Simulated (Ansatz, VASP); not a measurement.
**One calculation of PbO2, two programs**

The input INCAR:

```
PREC = Accurate
ENCUT = 520
EDIFF = 1E-6
ISMEAR = 0
SIGMA = 0.1
LREAL = F
LASPH = T
NELM = 80
ALGO = Normal
ISIF = 2
LWAVE = F
LCHARG = T
GGA = PE
LELF = T
LVHAR = T
NBANDS = 35
```

File KPOINTS:

```
Automatic mesh
0
Gamma
  4 4 6
```

File POSCAR:

```
PbO2
1.0
    5.0567235523      0.0000000000      0.0000000000
    0.0000000000      5.0567235523      0.0000000000
    0.0000000000      0.0000000000      3.2565555144
Pb O
2 4
Direct
    0.0000000000      0.0000000000      0.0000000000
    0.5000000000      0.5000000000      0.5000000000
    0.3049600000      0.3049600000      0.0000000000
    0.8049600000      0.1950400000      0.5000000000
    0.1950400000      0.8049600000      0.5000000000
    0.6950400000      0.6950400000      0.0000000000
```

Input for Ansatz:

```yaml
crystal:
  lattice:
    - [5.0567235523, 0.0, 0.0]
    - [0.0, 5.0567235523, 0.0]
    - [0.0, 0.0, 3.2565555144]
  atoms:
    - { symbol: Pb, position: [0.0, 0.0, 0.0] }
    - { symbol: Pb, position: [0.5, 0.5, 0.5] }
    - { symbol: O, position: [0.30496, 0.30496, 0.0] }
    - { symbol: O, position: [0.80496, 0.19504, 0.5] }
    - { symbol: O, position: [0.19504, 0.80496, 0.5] }
    - { symbol: O, position: [0.69504, 0.69504, 0.0] }
basis:
  ecutwfc: 420
kpoints:
  mp_grid: { grid: [4, 4, 6] }
hamiltonian:
  xc: pbe
scf:
  occupations: { method: gaussian, width: 0.1 }
output:
  forces: true
  stress: true
  eigenvalues: true
```

Alike in both runs: task single point; functional PBE; k mesh 4 × 4 × 6; occupations gaussian, width 0.1 eV; no spin polarisation.

```csv
,VASP,Ansatz
version,VASP 6.6.1,Ansatz 0.2.0
potentials or method,"VASP PAW PBE potentials, release 64 (Pb_d, O), cutoff 520 eV","scalar-relativistic, plane waves, PAW"
valence electrons in the cell,52,52
```

Ansatz gave:

```
gap on the k mesh at the Fermi level (eV)                     : 0.18
least direct gap on the mesh (eV)                             : 0.32
pressure (GPa)                                                : 10.8
traceless stress, the component that is largest in VASP (GPa) : 6.44
rms of the force components (eV/Å)                            : 0.011
```

Q: Which values does VASP return?

A: gap on the k mesh at the Fermi level (eV): 0.18; least direct gap on the mesh (eV): 0.34; pressure (GPa): 11.1; traceless stress, the component that is largest in VASP (GPa): 6.56; rms of the force components (eV/Å): 0.003.

Atom by atom the forces differ by 0.008 eV/Å (rms over components). With one functional, cell and mesh, what is left measures potentials, basis and numerics.

Spin-orbit coupling is off throughout.
